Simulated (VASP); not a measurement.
# Si2W (I4/mmm) in VASP: a series of runs

Runs on Si2W. Level: PBEsol. Tasks: electric field gradients.

Everything below comes from runs of VASP 6.6.1. Logs are shortened: lines on timing, memory, paths and dates and some standing lists are left out, and cuts for length are marked.

### Step 1. The cell of the first run

The structure is tetragonal, space group I4/mmm (No. 139). The conventional cell has a = 3.212 Å, b = 3.212 Å, c = 7.801 Å, α = 90.00°, β = 90.00°, γ = 90.00°. Si (site symmetry 4mm) has 5 W at 2.60 to 2.62 Å and 9 Si at 2.61 to 3.21 Å within 3.4 Å. Within 3.4 Å of W (site symmetry 4/mmm) lie 10 Si at 2.60 to 2.62 Å and 4 W at 3.21 Å.

### Step 2. Electric field gradients, PBEsol (zz strain of -1 %)

File INCAR:

```
SYSTEM = Si2W
ALGO = Normal
EDIFF = 1E-8
ENCUT = 520
GGA = PS
ISIF = 2
ISMEAR = -1
LASPH = .True.
LCHARG = .False.
LEFG = .True.
LREAL = .False.
LWAVE = .False.
NBANDS = 18
NELM = 80
PREC = Accurate
SIGMA = 0.03
```

File KPOINTS:

```
k-points
0
Gamma
  18 18 18
  0 0 0
```

File POSCAR:

```
Si2W
1.0
   -1.6060000000      1.6060000000      3.9006000000
    1.6060000000     -1.6060000000      3.9006000000
    1.6060000000      1.6060000000     -3.9006000000
Si W
2 1
Direct
    0.3330000000      0.3330000000      0.0000000000
    0.6670000000      0.6670000000      0.0000000000
    0.0000000000      0.0000000000      0.0000000000
```

Potentials or basis: VASP PAW PBE potentials, release 64 (Si, W_sv).

Run with:

```sh
cat potpaw_PBE.64/Si/POTCAR potpaw_PBE.64/W_sv/POTCAR > POTCAR
mpirun -np 1 vasp_std > vasp.out
```

OUTCAR:

```text
SYSTEM = Si2W
   EDIFF = 1E-8
   ENCUT = 520
   GGA = PS
   ISIF = 2
   ISMEAR = -1
   LASPH = .True.
   LREAL = .False.
   NELM = 80
   PREC = Accurate

 ion  position               nearest neighbor table
   1  0.333  0.333  0.000-   3 2.60   2 2.61   2 2.61   2 2.61   2 2.61   2 2.61   3 2.62   3 2.62
                             3 2.62   3 2.62
   2  0.667  0.667  0.000-   3 2.60   1 2.61   1 2.61   1 2.61   1 2.61   1 2.61   3 2.62   3 2.62
                             3 2.62   3 2.62
   3  0.000  0.000  0.000-   1 2.60   2 2.60   2 2.62   1 2.62   2 2.62   2 2.62   2 2.62   1 2.62
                             1 2.62   1 2.62

  LATTYP: Found a body centered tetragonal cell.
 ALAT       =     3.2120000000
 C/A-ratio  =     2.4287671233

  Lattice vectors:

 A1 = (  -1.6060000000,   1.6060000000,   3.9006000000)
 A2 = (   1.6060000000,  -1.6060000000,   3.9006000000)
 A3 = (   1.6060000000,   1.6060000000,  -3.9006000000)

Analysis of symmetry for initial positions (statically):
=====================================================================
 Subroutine PRICEL returns:
 Original cell was already a primitive cell.

 Routine SETGRP: Setting up the symmetry group for a
 body centered tetragonal supercell.

 Subroutine GETGRP returns: Found 16 space group operations
 (whereof 16 operations were pure point group operations)
 out of a pool of 16 trial point group operations.

The static configuration has the point symmetry D_4h.

Analysis of symmetry for dynamics (positions and initial velocities):
=====================================================================
 Subroutine PRICEL returns:
 Original cell was already a primitive cell.

 Routine SETGRP: Setting up the symmetry group for a
 body centered tetragonal supercell.

 Subroutine GETGRP returns: Found 16 space group operations
 (whereof 16 operations were pure point group operations)
 out of a pool of 16 trial point group operations.

The dynamic configuration has the point symmetry D_4h.

 Subroutine INISYM returns: Found 16 space group operations
[... 136 lines left out ...]

 number of electron      21.9999999 magnetization

 Free energy of the ion-electron system (eV)
  ---------------------------------------------------
  ext. energy  EPLUGINS =         0.00000000
  ---------------------------------------------------
  free energy    TOTEN  =       -26.63671942 eV

  energy without entropy =      -26.63617372  energy(sigma->0) =      -26.63644657

 E-fermi :  11.9214     XC(G=0): -12.6297

 val. band max:       11.8818350094   @ k =  -0.3889   0.5000   0.3333
 cond. band min:      11.9642128809   @ k =  -0.3889  -0.4444   0.3333
 fundamental gap:      0.0823778715
 Fermi energy:        11.9213854793

 k-point     1 :       0.0000    0.0000    0.0000
  band No.  band energies     occupation
      1     -61.8687      2.00000
      2     -26.1449      2.00000
      3     -26.1090      2.00000
      4     -26.1090      2.00000
      5      -2.1947      2.00000
      6       5.0885      2.00000
[... 481 lines left out ...]
      5      -1.2853      2.00000
      6       5.2101      2.00000
[... 10 lines left out ...]
     17      18.2915      0.00000
     18      20.0843      0.00000

 [... further k-points ...]

------------------------ aborting loop because EDIFF is reached ----------------------------------------

  FORCE on cell =-STRESS in cart. coord.  units (eV):
  Direction    XX          YY          ZZ          XY          YZ          ZX
  --------------------------------------------------------------------------------------
  -------------------------------------------------------------------------------------
  Total       -0.3335109     -0.3335109      0.1299113      0.0000000      0.0000000     -0.0000000
  in kB      -13.2781688    -13.2781688      5.1721949      0.0000000      0.0000000     -0.0000000
  external PRESSURE =      -7.1280476 kB  Pullay stress =       0.0000000 kB

 VOLUME and BASIS-vectors are now :
 -----------------------------------------------------------------------------
  energy-cutoff  :      520.00
  volume of cell :       40.24
      direct lattice vectors                 reciprocal lattice vectors
    -1.606000000  1.606000000  3.900600000     0.000000000  0.311332503  0.128185407
     1.606000000 -1.606000000  3.900600000     0.311332503  0.000000000  0.128185407
     1.606000000  1.606000000 -3.900600000     0.311332503  0.311332503  0.000000000

 POSITION                                       TOTAL-FORCE (eV/Angst)
 -----------------------------------------------------------------------------------
      0.00000      0.00000      2.59780        -0.000000     -0.000000      0.253910
      0.00000      0.00000      5.20340         0.000000      0.000000     -0.253910
      0.00000      0.00000      0.00000         0.000000      0.000000      0.000000
 -----------------------------------------------------------------------------------
    total drift:                                0.000000      0.000000     -0.000000

  FREE ENERGIE OF THE ION-ELECTRON SYSTEM (eV)
  ---------------------------------------------------
  free  energy   TOTEN  =       -26.6367194223 eV

  energy  without entropy=      -26.6361737184  energy(sigma->0) =      -26.63644657

 Electric field gradients (V/A^2)
---------------------------------------------------------------------
 ion       V_xx      V_yy      V_zz      V_xy      V_xz      V_yz
---------------------------------------------------------------------
   1       5.614     5.614   -11.228    -0.000    -0.000    -0.000
   2       5.614     5.614   -11.228    -0.000    -0.000    -0.000
   3      76.856    76.856  -153.712     0.000    -0.000    -0.000
---------------------------------------------------------------------

 Electric field gradients after diagonalization (V/A^2)
 (convention: |V_zz| > |V_xx| > |V_yy|)
----------------------------------------------------------------------
 ion       V_xx      V_yy      V_zz     asymmetry (V_yy - V_xx)/ V_zz
----------------------------------------------------------------------
   1       5.614     5.614   -11.228       0.000
   2       5.614     5.614   -11.228       0.000
   3      76.856    76.856  -153.712       0.000
----------------------------------------------------------------------

           NMR quadrupolar parameters

 Cq : quadrupolar parameter    Cq=e*Q*V_zz/h
 eta: asymmetry parameters     (V_yy - V_xx)/ V_zz
 Q  : nuclear electric quadrupole moment in mb (millibarn)
----------------------------------------------------------------------
 ion       Cq(MHz)       eta       Q (mb)
----------------------------------------------------------------------
   1      -0.027       0.000       1.000
   2      -0.027       0.000       1.000
   3      -0.372       0.000       1.000
----------------------------------------------------------------------
```

Wall time 10 min (1 thread of Intel Xeon 8259CL, shared host); peak memory 0.47 GiB.

Results:

```yaml
Free_energy: -26.6367 eV
Pressure: -0.7 GPa
Largest_force: 0.254 eV/Å
Band_gap_on_the_k_mesh: zero (bands 11 and 12 overlap by 1.34 eV)
Largest_electric_field_gradient_by_atom: Si -11.2; W -153.7 V/Å²
```

Forces in eV/Å, atoms in the order of the input:
```
Si   0.000  0.000  0.254
Si   0.000  0.000 -0.254
W    0.000  0.000  0.000
```

Levels at points of the mesh, in eV from the Fermi level:
| k point | band 9 | band 10 | band 11 | band 12 | band 13 | band 14 |
| --- | --- | --- | --- | --- | --- | --- |
| (0.00, 0.00, 0.00) | -2.90 | -2.90 | 0.64 | 2.72 | 2.83 | 3.18 |
| (0.50, 0.00, 0.00) | -2.80 | -2.76 | -0.46 | 2.71 | 2.73 | 4.08 |
| (0.50, 0.50, 0.00) | -5.08 | -3.24 | -1.68 | 2.81 | 2.97 | 3.14 |
| (0.50, 0.50, 0.50) | -0.88 | -0.88 | -0.49 | -0.49 | 0.83 | 4.57 |

Electric field gradients, principal values (V/Å²):
| atom | least | middle | greatest (by size) |
| --- | --- | --- | --- |
| 1 Si | 5.614 | 5.614 | -11.228 |
| 2 Si | 5.614 | 5.614 | -11.228 |
| 3 W | 76.856 | 76.856 | -153.712 |

Caveat: the cell differs from its parent crystal (zz strain of -1 %); without QUAD_EFG the Cq values of the log hold for a quadrupole moment of 1 mb, not for the nuclei; the PAW data sets were made with another functional, which shifts forces and pressure a little; spin-orbit coupling is left out, which moves the levels of the heavy elements.

### Step 3. Electric field gradients, PBEsol (13.41 Å³/atom)

File INCAR:

```
SYSTEM = Si2W
  PREC = Accurate
  ENCUT = 520
  EDIFF = 1E-8
  ISMEAR = -1
  SIGMA = 0.03
  LREAL = .False.
  LASPH = .True.
  NELM = 100
  ALGO = Normal
  ISIF = 2
  LWAVE = .False.
  LCHARG = .False.
  GGA = PS
  LEFG = .True.
  NBANDS = 18
```

File KPOINTS:

```
regular mesh
0
Gamma
  18 18 18
  0 0 0
```

File POSCAR:

```
Si2W
1.0
   -1.6006287224      1.6006287224      3.9268226440
    1.6006287224     -1.6006287224      3.9268226440
    1.6006287224      1.6006287224     -3.9268226440
Si W
2 1
Direct
    0.3330000000      0.3330000000      0.0000000000
    0.6670000000      0.6670000000      0.0000000000
    0.0000000000      0.0000000000      0.0000000000
```

Potentials or basis: VASP PAW PBE potentials, release 64 (Si, W_sv).

Run with:

```sh
cat potpaw_PBE.64/Si/POTCAR potpaw_PBE.64/W_sv/POTCAR > POTCAR
mpirun -np 1 vasp_std > vasp.out
```

OUTCAR:

```text
SYSTEM = Si2W
   PREC = Accurate
   ENCUT = 520
   EDIFF = 1E-8
   ISMEAR = -1
   LREAL = .False.
   LASPH = .True.
   NELM = 100
   ISIF = 2
   GGA = PS

 ion  position               nearest neighbor table
   1  0.333  0.333  0.000-   2 2.61   2 2.61   2 2.61   2 2.61   3 2.62   3 2.62   3 2.62   3 2.62
                             3 2.62   2 2.62
   2  0.667  0.667  0.000-   1 2.61   1 2.61   1 2.61   1 2.61   3 2.62   3 2.62   3 2.62   3 2.62
                             3 2.62   1 2.62
   3  0.000  0.000  0.000-   1 2.62   2 2.62   2 2.62   1 2.62   2 2.62   1 2.62   2 2.62   1 2.62
                             1 2.62   2 2.62

  LATTYP: Found a body centered tetragonal cell.
 ALAT       =     3.2012574448
 C/A-ratio  =     2.4533001245

  Lattice vectors:

 A1 = (  -1.6006287224,   1.6006287224,   3.9268226440)
 A2 = (   1.6006287224,  -1.6006287224,   3.9268226440)
 A3 = (   1.6006287224,   1.6006287224,  -3.9268226440)

[... 705 lines left out ...]
     1.600628722 -1.600628722  3.926822644     0.312377251  0.000000000  0.127329407
     1.600628722  1.600628722 -3.926822644     0.312377251  0.312377251  0.000000000

 POSITION                                       TOTAL-FORCE (eV/Angst)
 -----------------------------------------------------------------------------------
      0.00000      0.00000      2.61526        -0.000000     -0.000000      0.253864
      0.00000      0.00000      5.23838         0.000000      0.000000     -0.253864
      0.00000      0.00000      0.00000         0.000000      0.000000      0.000000
 -----------------------------------------------------------------------------------
    total drift:                                0.000000      0.000000     -0.000000

  FREE ENERGIE OF THE ION-ELECTRON SYSTEM (eV)
  ---------------------------------------------------
  free  energy   TOTEN  =       -26.6361404828 eV

  energy  without entropy=      -26.6354755529  energy(sigma->0) =      -26.63580802

 Electric field gradients (V/A^2)
---------------------------------------------------------------------
 ion       V_xx      V_yy      V_zz      V_xy      V_xz      V_yz
---------------------------------------------------------------------
   1       4.678     4.678    -9.357    -0.000    -0.000    -0.000
   2       4.678     4.678    -9.357    -0.000    -0.000    -0.000
   3      64.462    64.462  -128.924     0.000    -0.000    -0.000
---------------------------------------------------------------------

 Electric field gradients after diagonalization (V/A^2)
 (convention: |V_zz| > |V_xx| > |V_yy|)
----------------------------------------------------------------------
 ion       V_xx      V_yy      V_zz     asymmetry (V_yy - V_xx)/ V_zz
----------------------------------------------------------------------
   1       4.678     4.678    -9.357       0.000
   2       4.678     4.678    -9.357       0.000
   3      64.462    64.462  -128.924       0.000
----------------------------------------------------------------------

           NMR quadrupolar parameters

 Cq : quadrupolar parameter    Cq=e*Q*V_zz/h
 eta: asymmetry parameters     (V_yy - V_xx)/ V_zz
 Q  : nuclear electric quadrupole moment in mb (millibarn)
----------------------------------------------------------------------
 ion       Cq(MHz)       eta       Q (mb)
----------------------------------------------------------------------
   1      -0.023       0.000       1.000
   2      -0.023       0.000       1.000
   3      -0.312       0.000       1.000
----------------------------------------------------------------------
```

stdout:

```text
POSCAR found type information on POSCAR SiW
 POSCAR found :  2 types and       3 ions
 scaLAPACK will be used
 -----------------------------------------------------------------------------
|                                                                             |
|                                                                             |
|     You enforced a specific xc type in the INCAR file but a different       |
|     I HOPE YOU KNOW WHAT YOU ARE DOING!                                     |
|                                                                             |
 -----------------------------------------------------------------------------

 LDA part: xc-table for (Slater+PW92), standard interpolation
 POSCAR, INCAR and KPOINTS ok, starting setup
 FFT: planning ... GRIDC
 FFT: planning ... GRID_SOFT
 FFT: planning ... GRID
 WAVECAR not read
 entering main loop
ion   1

ion   2

ion   3
```

Wall time 9.4 min (1 thread of Intel Xeon 8259CL, shared host); peak memory 0.47 GiB.

Results:

| Property | Result |
| --- | --- |
| Free energy | -26.6361 eV |
| Pressure | -0.9 GPa |
| Largest force | 0.254 eV/Å |
| Band gap on the k mesh | zero (bands 11 and 12 overlap by 1.37 eV) |
| Largest electric field gradient by atom | Si -9.4; W -128.9 V/Å² |

Forces in eV/Å, atoms in the order of the input:
```
Si   0.000  0.000  0.254
Si   0.000  0.000 -0.254
W    0.000  0.000  0.000
```

Levels at points of the mesh, in eV from the Fermi level:
```tsv
k point	band 8	band 9	band 10	band 11	band 12	band 13	band 14	band 15
(0.00, 0.00, 0.00)	-3.36	-2.87	-2.87	0.69	2.76	2.82	3.24	3.24
(0.50, 0.00, 0.00)	-4.86	-2.84	-2.72	-0.44	2.75	2.77	3.96	4.39
(0.50, 0.50, 0.00)	-5.53	-5.08	-3.32	-1.68	2.69	3.02	3.16	3.79
(0.50, 0.50, 0.50)	-2.67	-0.83	-0.83	-0.52	-0.52	0.86	4.38	4.94
```

Electric field gradients, principal values (V/Å²):
```tsv
atom	least	middle	greatest (by size)
1 Si	4.678	4.678	-9.357
2 Si	4.678	4.678	-9.357
3 W	64.462	64.462	-128.924
```

Caveat: without QUAD_EFG the Cq values of the log hold for a quadrupole moment of 1 mb, not for the nuclei; the PAW data sets were made with another functional, which shifts forces and pressure a little; spin-orbit coupling is left out, which moves the levels of the heavy elements.
